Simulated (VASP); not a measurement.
# HfN (I-4m2) in VASP: further runs

The runs below take HfN through single point, with PBEsol.

All numbers are computed with VASP 6.6.1; they aren't measurements. Logs are shortened: lines on timing, memory, paths and dates and some standing lists are left out, and cuts for length are marked.

### 1 The cell of the first run

Symmetry: I-4m2, No. 119, tetragonal system. Conventional cell: a = 3.558 Å, b = 3.558 Å, c = 5.155 Å, α = 90.00°, β = 90.00°, γ = 90.00°. Hf (site symmetry -4m2) has 4 N at 2.20 Å within 2.9 Å. Within 2.9 Å of N (site symmetry -4m2) lie 4 Hf at 2.20 Å.

### 2 Single point, PBEsol (strain +0.025 along x and y, +0.050 along z)

INCAR reads:

```
ALGO = Normal ; EDIFF = 1E-6
ENCUT = 520 ; GGA = PS
ISIF = 2 ; ISMEAR = 0
LASPH = True ; LCHARG = False
LREAL = False ; LWAVE = False
NBANDS = 14 ; NELM = 60
PREC = Accurate ; SIGMA = 0.15
```

KPOINTS reads:

```
k-points
0
Gamma
  16 16 16
```

POSCAR reads:

```
HfN
1.0
    0.0000000000      2.5161925500      2.5775631000
    2.5161925500      0.0000000000      2.5775631000
    2.5161925500      2.5161925500      0.0000000000
Hf N
1 1
Direct
    0.0000000000      0.0000000000      0.0000000000
    0.7500000000      0.7500000000      0.7500000000
```

Potentials or basis: VASP PAW PBE potentials, release 64 (Hf_pv, N).

On the command line:

```sh
> cat potpaw_PBE.64/Hf_pv/POTCAR potpaw_PBE.64/N/POTCAR > POTCAR
> mpirun -np 1 vasp_std > vasp.out
```

OUTCAR:

```text
EDIFF = 1E-6
   ENCUT = 520
   GGA = PS
   ISIF = 2
   ISMEAR = 0
   LASPH = True
   LREAL = False
   NELM = 60
   PREC = Accurate

 ion  position               nearest neighbor table
   1  0.000  0.000  0.000-   2 2.20   2 2.20   2 2.20   2 2.20
   2  0.750  0.750  0.750-   1 2.20   1 2.20   1 2.20   1 2.20

  LATTYP: Found a body centered tetragonal cell.
 ALAT       =     3.5584336298
 C/A-ratio  =     1.4487065761

  Lattice vectors:

 A1 = (  -2.5161925500,   0.0000000000,   2.5775631000)
 A2 = (   2.5161925500,   0.0000000000,   2.5775631000)
 A3 = (   0.0000000000,   2.5161925500,  -2.5775631000)

Analysis of symmetry for initial positions (statically):
=====================================================================
 Subroutine PRICEL returns:
 Original cell was already a primitive cell.

 Routine SETGRP: Setting up the symmetry group for a
 body centered tetragonal supercell.

 Subroutine GETGRP returns: Found  8 space group operations
 (whereof  8 operations were pure point group operations)
 out of a pool of 16 trial point group operations.

The static configuration has the point symmetry D_2d.

Analysis of symmetry for dynamics (positions and initial velocities):
=====================================================================
 Subroutine PRICEL returns:
 Original cell was already a primitive cell.

 Routine SETGRP: Setting up the symmetry group for a
 body centered tetragonal supercell.

 Subroutine GETGRP returns: Found  8 space group operations
 (whereof  8 operations were pure point group operations)
 out of a pool of 16 trial point group operations.

The dynamic configuration has the point symmetry D_2d.

 Subroutine INISYM returns: Found  8 space group operations
 (whereof  8 operations are pure point group operations),
 and found     1 'primitive' translations

----------------------------------------------------------------------------------------

                                     Primitive cell

  volume of cell :      32.6383

  direct lattice vectors                    reciprocal lattice vectors
     0.000000000  2.516192550  2.577563100    -0.198712932  0.198712932  0.193981672
     2.516192550  0.000000000  2.577563100     0.198712932 -0.198712932  0.193981672
     2.516192550  2.516192550  0.000000000     0.198712932  0.198712932 -0.193981672

  length of vectors
     3.602090571  3.602090571  3.558433630     0.341471153  0.341471153  0.341471153

  position of ions in fractional coordinates (direct lattice)
     0.000000000  0.000000000  0.000000000
     0.750000000  0.750000000  0.750000000

  ion indices of the primitive-cell ions
   primitive index   ion index
                 1           1
                 2           2

----------------------------------------------------------------------------------------

 KPOINTS: k-points

Automatic generation of k-mesh.
 Grid dimensions read from file:
 generate k-points for:   16   16   16

 Generating k-lattice:

  Cartesian coordinates                     Fractional coordinates (reciprocal lattice)
    -0.012419558  0.012419558  0.012123855     0.062500000  0.000000000  0.000000000
     0.012419558 -0.012419558  0.012123855     0.000000000  0.062500000  0.000000000
     0.012419558  0.012419558 -0.012123855     0.000000000  0.000000000  0.062500000

  Length of vectors
     0.021341947  0.021341947  0.021341947

  Shift w.r.t. Gamma in fractional coordinates (k-lattice)
     0.000000000  0.000000000  0.000000000

 Subroutine IBZKPT returns following result:
 ===========================================

 Found    349 irreducible k-points:

 Following reciprocal coordinates:
            Coordinates               Weight
  0.000000  0.000000  0.000000      1.000000
  0.062500  0.000000  0.000000      8.000000
  0.125000  0.000000  0.000000      8.000000
  0.187500  0.000000  0.000000      8.000000
  0.250000  0.000000  0.000000      8.000000
  0.312500  0.000000  0.000000      8.000000
[... 16 lines left out ...]
 -0.125000  0.062500  0.000000      8.000000
 -0.062500  0.062500  0.000000      4.000000
 [... further k-points ...]
   k-points           NKPTS =    349   k-points in BZ     NKDIM =    349   number of bands    NBANDS=     14
   number of dos      NEDOS =    301   number of ions     NIONS =      2
   total plane-waves  NPLWV =  21952
   dimension x,y,z NGX =    28 NGY =   28 NGZ =   28
   dimension x,y,z NGXF=    56 NGYF=   56 NGZF=   56
   ions per type =               1   1
   NGX,Y,Z   is equivalent  to a cutoff of  12.92, 12.92, 13.08 a.u.
   NGXF,Y,Z  is equivalent  to a cutoff of  25.85, 25.85, 26.16 a.u.
 SYSTEM =  unknown system
   PREC   = accura    normal or accurate (medium, high low for compatibility)
   ISTART =      0    job   : 0-new  1-cont  2-samecut
   ICHARG =      2    charge: 1-file 2-atom 10-const
   ISPIN  =      1    spin polarized calculation?
   LNONCOLLINEAR =      F non collinear calculations
   LSORBIT =      F    spin-orbit coupling
   LASPH  =      T    aspherical Exc in radial PAW
   ENCUT  =  520.0 eV  38.22 Ry    6.18 a.u.   6.70  6.70  6.62*2*pi/ulx,y,z
   NELM   =     60;   NELMIN=  2; NELMDL= -5     # of ELM steps
   EDIFF  = 0.1E-05   stopping-criterion for ELM
   LREAL  =      F    real-space projection
[... 7 lines left out ...]
   TEBEG  =    0.0;   TEEND  =   0.0 temperature during run
   PSTRESS=    0.0 pullay stress
   NELECT =      15.0000    total number of electrons
   NUPDOWN=      -1.0000    fix difference up-down
   EMIN   =  10.00;   EMAX   =-10.00  energy-range for DOS
   EFERMI =   0.00;   METHOD = LEGACY
   ISMEAR =     0;   SIGMA  =   0.15  broadening in eV -4-tet -1-fermi 0-gaus
   EFERMI_NEDOS =   21; number of points for ismear=-14 and -15
   IALGO  =     38    algorithm
   IMIX   =      4    mixing-type and parameters
     AMIX     =   0.40;   BMIX     =  1.00
     AMIX_MAG =   1.60;   BMIX_MAG =  1.00
  volume/ion in A,a.u.               =      16.32       110.13
  Fermi-wavevector in a.u.,A,eV,Ry     =   1.263367  2.387418 21.716211  1.596096
  Thomas-Fermi vector in A             =   2.396728
   LORBIT       =      0    0 simple, 1 ext, 2 COOP (PROOUT), +10 PAW based schemes
   GGA     = PS    functional components
   LHFCALC =     F    Hartree Fock is set to
   AEXX    =    0.0000 exact exchange contribution
   IVDW    =     0    specifies the selected vdW correction
   LEPSILON=     F    determine dielectric tensor
   LRPA    =     F    only Hartree local field effects (RPA)
 non-spin polarized calculation
 Gauss-broadening in eV      SIGMA  =   0.15
  energy-cutoff  :      520.00
  volume of cell :       32.64
 maximum number of plane-waves:       909
   NGX = 13   NGY = 13   NGZ = 13

 number of electron      15.0000001 magnetization

 Free energy of the ion-electron system (eV)
  ---------------------------------------------------
  ext. energy  EPLUGINS =         0.00000000
  ---------------------------------------------------
  free energy    TOTEN  =       -21.98675510 eV

  energy without entropy =      -21.97873971  energy(sigma->0) =      -21.98274740

 E-fermi :   4.8756     XC(G=0): -10.9371

 val. band max:        4.8600639398   @ k =  -0.1875   0.2500   0.1875
 cond. band min:       4.8978853176   @ k =   0.3125   0.0625   0.2500
 fundamental gap:      0.0378213778
 Fermi energy:         4.8756248590

 k-point     1 :       0.0000    0.0000    0.0000
  band No.  band energies     occupation
      1     -26.5360      2.00000
      2     -26.5360      2.00000
      3     -26.5294      2.00000
      4     -10.7316      2.00000
      5      -0.1800      2.00000
      6      -0.1131      2.00000
      7      -0.1131      2.00000
      8       3.9165      2.00000
      9       6.7130      0.00000
     10       6.9751      0.00000
     11      10.5946      0.00000
     12      10.9335      0.00000
     13      10.9335      0.00000
     14      16.9431      0.00000

 k-point     2 :       0.0625    0.0000    0.0000
  band No.  band energies     occupation
      1     -26.5470      2.00000
      2     -26.5375      2.00000
      3     -26.5325      2.00000
      4     -10.6938      2.00000
      5      -0.2427      2.00000
      6      -0.1255      2.00000
      7      -0.0873      2.00000
      8       4.1311      2.00000
      9       6.6609      0.00000
     10       6.9122      0.00000
     11      10.5947      0.00000
     12      10.9066      0.00000
     13      11.0006      0.00000
     14      16.4941      0.00000

 k-point     3 :       0.1250    0.0000    0.0000
  band No.  band energies     occupation
      1     -26.5816      2.00000
      2     -26.5416      2.00000
      3     -26.5381      2.00000
      4     -10.5872      2.00000
      5      -0.4598      2.00000
      6      -0.0654      2.00000
      7      -0.0152      2.00000
      8       4.6851      1.92757
      9       6.5456      0.00000
     10       6.7673      0.00000
     11      10.4156      0.00000
     12      10.9795      0.00000
     13      11.1340      0.00000
     14      15.2671      0.00000
[... 324 lines left out ...]
 k-point    23 :      -0.1250    0.0625    0.0000
  band No.  band energies     occupation
      1     -26.6064      2.00000
      2     -26.5467      2.00000
      3     -26.5416      2.00000
      4     -10.5090      2.00000
      5      -0.5957      2.00000
      6      -0.0028      2.00000
      7       0.0226      2.00000
      8       5.0606      0.08118
      9       6.4847      0.00000
     10       6.7070      0.00000
     11      10.3876      0.00000
     12      10.7831      0.00000
     13      11.3155      0.00000
     14      14.7681      0.00000

 k-point    24 :      -0.0625    0.0625    0.0000
  band No.  band energies     occupation
      1     -26.5674      2.00000
      2     -26.5381      2.00000
      3     -26.5374      2.00000
      4     -10.6326      2.00000
      5      -0.3718      2.00000
      6      -0.0933      2.00000
      7      -0.0548      2.00000
      8       4.4617      1.99990
      9       6.7069      0.00000
     10       6.7189      0.00000
     11      10.6321      0.00000
     12      10.7388      0.00000
     13      11.1624      0.00000
     14      15.8872      0.00000

 [... further k-points ...]
[... 5 lines left out ...]
  --------------------------------------------------------------------------------------
  -------------------------------------------------------------------------------------
  Total       -3.9418460     -3.9418460     -4.7007876      0.0000000      0.0000000      0.0000000
  in kB     -193.5009875   -193.5009875   -230.7566163      0.0000000      0.0000000      0.0000000
  external PRESSURE =    -205.9195305 kB  Pullay stress =       0.0000000 kB

 VOLUME and BASIS-vectors are now :
 -----------------------------------------------------------------------------
  energy-cutoff  :      520.00
  volume of cell :       32.64
      direct lattice vectors                 reciprocal lattice vectors
     0.000000000  2.516192550  2.577563100    -0.198712932  0.198712932  0.193981672
     2.516192550  0.000000000  2.577563100     0.198712932 -0.198712932  0.193981672
     2.516192550  2.516192550  0.000000000     0.198712932  0.198712932 -0.193981672

 POSITION                                       TOTAL-FORCE (eV/Angst)
 -----------------------------------------------------------------------------------
      0.00000      0.00000      0.00000         0.000000      0.000000      0.000000
      3.77429      3.77429      3.86634         0.000000      0.000000     -0.000000
 -----------------------------------------------------------------------------------
    total drift:                               -0.000000     -0.000000     -0.000000

  FREE ENERGIE OF THE ION-ELECTRON SYSTEM (eV)
  ---------------------------------------------------
  free  energy   TOTEN  =       -21.9867550990 eV

  energy  without entropy=      -21.9787397059  energy(sigma->0) =      -21.98274740
```

Wall time 61 s (1 thread of Intel Xeon 6975P-C (Granite Rapids), shared host); peak memory 0.29 GiB.

What came out:

* Free energy: -21.9868 eV
* Pressure: -20.6 GPa

Caveat: the cell differs from its parent crystal (strain +0.025 along x and y, +0.050 along z); the PAW data sets were made with another functional, which shifts forces and pressure a little; spin-orbit coupling is left out, which moves the levels of the heavy elements.

### 3 Single point, PBEsol (strain +0.050 along x and y, +0.025 along z)

INCAR reads:

```
ALGO = Normal
EDIFF = 1E-6
ENCUT = 520
GGA = PS
ISIF = 2
ISMEAR = 0
LASPH = True
LCHARG = False
LREAL = False
LWAVE = False
NBANDS = 14
NELM = 80
PREC = Accurate
SIGMA = 0.15
```

KPOINTS is that of step 2.

POSCAR reads:

```
HfN
1.0
    0.0000000000      2.5775631000      2.5161925500
    2.5775631000      0.0000000000      2.5161925500
    2.5775631000      2.5775631000      0.0000000000
Hf N
1 1
Direct
    0.0000000000      0.0000000000      0.0000000000
    0.7500000000      0.7500000000      0.7500000000
```

Potentials or basis: VASP PAW PBE potentials, release 64 (Hf_pv, N).

On the command line:

```sh
> cat potpaw_PBE.64/Hf_pv/POTCAR potpaw_PBE.64/N/POTCAR > POTCAR
> mpirun -np 1 vasp_std > vasp.out
```

Wall time 63 s (1 thread of Intel Xeon 6975P-C (Granite Rapids), shared host); peak memory 0.29 GiB.

The run converged. Its results:

| Property | Result |
| --- | --- |
| Free energy | -21.8782 eV |
| Pressure | -23.3 GPa |

Stress tensor (GPa, compression positive):
```
-24.42   0.00   0.00
  0.00 -24.42   0.00
  0.00   0.00 -20.95
```

Levels at points of the mesh, in eV from the Fermi level:
```
           k point  band 6  band 7  band 8  band 9  band 10  band 11
(0.00, 0.00, 0.00)   -4.93   -4.87   -1.01    1.78     2.04     5.68
(0.50, 0.00, 0.00)   -4.47   -4.36    1.32    2.31     2.34     3.68
(0.50, 0.50, 0.00)   -3.48   -3.48   -0.97    1.83     3.39     3.98
(0.50, 0.00, 0.50)   -3.45   -3.37   -1.10    1.77     3.41     3.96
```

Caveat: the cell differs from its parent crystal (strain +0.050 along x and y, +0.025 along z); the PAW data sets were made with another functional, which shifts forces and pressure a little; spin-orbit coupling is left out, which moves the levels of the heavy elements.

### 4 Single point, PBEsol (strain -0.050 along x and y, -0.025 along z)

INCAR reads:

```
  PREC = Accurate
  ENCUT = 520
  EDIFF = 1E-7
  ISMEAR = 0
  SIGMA = 0.15
  LREAL = False
  LASPH = True
  NELM = 60
  ALGO = Normal
  ISIF = 2
  LWAVE = False
  LCHARG = False
  GGA = PS
  NBANDS = 14
```

KPOINTS reads:

```
Automatic mesh
0
Gamma
  16 16 16
```

POSCAR reads:

```
HfN
1.0
    0.0000000000      2.3320809000      2.3934514500
    2.3320809000      0.0000000000      2.3934514500
    2.3320809000      2.3320809000      0.0000000000
Hf N
1 1
Direct
    0.0000000000      0.0000000000      0.0000000000
    0.7500000000      0.7500000000      0.7500000000
```

On the command line:

```sh
> cat potpaw_PBE.64/Hf_pv/POTCAR potpaw_PBE.64/N/POTCAR > POTCAR
> mpirun -np 1 vasp_std > vasp.out
```

Run time: 60 s. Hardware: 1 thread of Intel Xeon 6975P-C (Granite Rapids), shared host; peak memory 0.26 GiB.

It converged, with:

```
Free energy : -22.0736 eV
Pressure    : 24.9 GPa
```

Stress tensor (GPa, compression positive):
```
26.20  0.00  0.00
 0.00 26.20  0.00
 0.00  0.00 22.27
```

Levels at points of the mesh, in eV from the Fermi level:
```
           k point  band 6  band 7  band 8  band 9  band 10  band 11
(0.00, 0.00, 0.00)   -6.04   -6.04   -0.42    2.31     2.70     7.08
(0.50, 0.00, 0.00)   -5.44   -5.29    1.77    3.09     3.16     4.64
(0.50, 0.50, 0.00)   -3.66   -3.66   -1.32    2.47     4.72     5.39
(0.50, 0.00, 0.50)   -3.78   -3.69   -1.12    2.53     4.72     5.38
```

Caveat: the cell differs from its parent crystal (strain -0.050 along x and y, -0.025 along z); the PAW data sets were made with another functional, which shifts forces and pressure a little; spin-orbit coupling is left out, which moves the levels of the heavy elements.

### 5 Single point, PBEsol (strain -0.050 along x and y, +0.000 along z)

INCAR reads:

```
SYSTEM = HfN
PREC = Accurate ; ENCUT = 520
EDIFF = 1E-6 ; ISMEAR = 0
SIGMA = 0.15 ; LREAL = .FALSE.
LASPH = .TRUE. ; NELM = 80
ALGO = Normal ; ISIF = 2
LWAVE = .FALSE. ; LCHARG = .FALSE.
GGA = PS ; NBANDS = 14
```

KPOINTS reads:

```
regular mesh
0
G
  16 16 16
  0 0 0
```

POSCAR reads:

```
HfN
1.0
    0.0000000000      2.3320809000      2.4548220000
    2.3320809000      0.0000000000      2.4548220000
    2.3320809000      2.3320809000      0.0000000000
Hf N
1 1
Direct
    0.0000000000      0.0000000000      0.0000000000
    0.7500000000      0.7500000000      0.7500000000
```

On the command line:

```sh
> cat potpaw_PBE.64/Hf_pv/POTCAR potpaw_PBE.64/N/POTCAR > POTCAR
> mpirun -np 1 vasp_std > vasp.out
```

Run time: 59 s. Hardware: 1 thread of Intel Xeon 6975P-C (Granite Rapids), shared host; peak memory 0.27 GiB.

The run converged. Its results:

- Free energy: -22.1448 eV
- Pressure: 17.3 GPa

Stress tensor (GPa, compression positive):
```
20.08  0.00  0.00
 0.00 20.08  0.00
 0.00  0.00 11.82
```

Levels at points of the mesh, in eV from the Fermi level:
| k point | band 4 | band 5 | band 6 | band 7 | band 8 | band 9 | band 10 | band 11 | band 12 | band 13 |
| --- | --- | --- | --- | --- | --- | --- | --- | --- | --- | --- |
| (0.00, 0.00, 0.00) | -16.63 | -6.04 | -5.89 | -5.89 | -0.51 | 2.06 | 2.81 | 6.58 | 7.55 | 7.55 |
| (0.50, 0.00, 0.00) | -15.30 | -5.93 | -5.42 | -5.12 | 1.68 | 2.97 | 3.13 | 4.48 | 5.88 | 5.99 |
| (0.50, 0.50, 0.00) | -14.76 | -7.58 | -3.60 | -3.60 | -1.44 | 2.31 | 4.59 | 5.20 | 5.20 | 10.59 |
| (0.50, 0.00, 0.50) | -14.86 | -7.49 | -3.85 | -3.67 | -1.06 | 2.36 | 4.65 | 5.18 | 5.34 | 11.72 |

Caveat: the cell differs from its parent crystal (strain -0.050 along x and y, +0.000 along z); the PAW data sets were made with another functional, which shifts forces and pressure a little; spin-orbit coupling is left out, which moves the levels of the heavy elements.

### 6 Single point, PBEsol (strain -0.025 along x and y, -0.050 along z)

INCAR reads:

```
SYSTEM = HfN
  ALGO = Normal
  EDIFF = 1E-6
  ENCUT = 520
  GGA = PS
  ISIF = 2
  ISMEAR = 0
  LASPH = .TRUE.
  LCHARG = .TRUE.
  LELF = .TRUE.
  LREAL = .FALSE.
  LVHAR = .TRUE.
  LWAVE = .FALSE.
  NBANDS = 14
  NELM = 60
  PREC = Accurate
  SIGMA = 0.15
```

KPOINTS reads:

```
k-points
0
G
  16 16 16
  0 0 0
```

POSCAR reads:

```
HfN
1.0
    0.0000000000      2.3934514500      2.3320809000
    2.3934514500      0.0000000000      2.3320809000
    2.3934514500      2.3934514500      0.0000000000
Hf N
1 1
Direct
    0.0000000000      0.0000000000      0.0000000000
    0.7500000000      0.7500000000      0.7500000000
```

Potentials or basis: VASP PAW PBE potentials, release 64 (Hf_pv, N).

On the command line:

```sh
> cat potpaw_PBE.64/Hf_pv/POTCAR potpaw_PBE.64/N/POTCAR > POTCAR
> mpirun -np 1 vasp_std > vasp.out
```

Run time: 59 s. Hardware: 1 thread of Intel Xeon 6975P-C (Granite Rapids), shared host; peak memory 0.27 GiB.

It converged, with:

```yaml
Free_energy: -22.1644 eV
Pressure: 17.3 GPa
```

Stress tensor (GPa, compression positive):
```
16.11  0.00  0.00
 0.00 16.11  0.00
 0.00  0.00 19.71
```

Levels at points of the mesh, in eV from the Fermi level:
```tsv
k point	band 6	band 7	band 8	band 9	band 10	band 11
(0.00, 0.00, 0.00)	-5.96	-5.89	-0.49	2.25	2.63	7.09
(0.50, 0.00, 0.00)	-5.34	-5.19	1.72	3.02	3.05	4.54
(0.50, 0.50, 0.00)	-3.74	-3.74	-1.05	2.49	4.54	5.25
(0.50, 0.00, 0.50)	-3.72	-3.63	-1.25	2.39	4.59	5.21
```

Caveat: the cell differs from its parent crystal (strain -0.025 along x and y, -0.050 along z); the PAW data sets were made with another functional, which shifts forces and pressure a little; spin-orbit coupling is left out, which moves the levels of the heavy elements.

### 7 The runs side by side

| cell | gap on the mesh (eV) | pressure (GPa) |
| --- | --- | --- |
| a = 3.602, b = 3.602, c = 3.558 Å, angles 60.4, 60.4, 59.2°, 2 atoms | none | -20.6 |
| a = 3.602, b = 3.602, c = 3.645 Å, angles 59.6, 59.6, 60.8°, 2 atoms | none | -23.3 |
| a = 3.342, b = 3.342, c = 3.298 Å, angles 60.4, 60.4, 59.1°, 2 atoms | none | 24.9 |
| a = 3.386, b = 3.386, c = 3.298 Å, angles 60.9, 60.9, 58.3°, 2 atoms | none | 17.3 |
| a = 3.342, b = 3.342, c = 3.385 Å, angles 59.6, 59.6, 60.9°, 2 atoms | none | 17.3 |

Alike in all rows: task single point; level PBEsol; potentials or basis VASP PAW PBE potentials, release 64 (Hf_pv, N); no spin polarisation; k mesh 16 × 16 × 16; cutoff (eV) 520; smearing gaussian 0.15 eV.

Caveats: the PAW data sets were made with another functional, which shifts forces and pressure a little; spin-orbit coupling is left out, which moves the levels of the heavy elements.

Absolute energies hang on the potentials; compare differences alone.
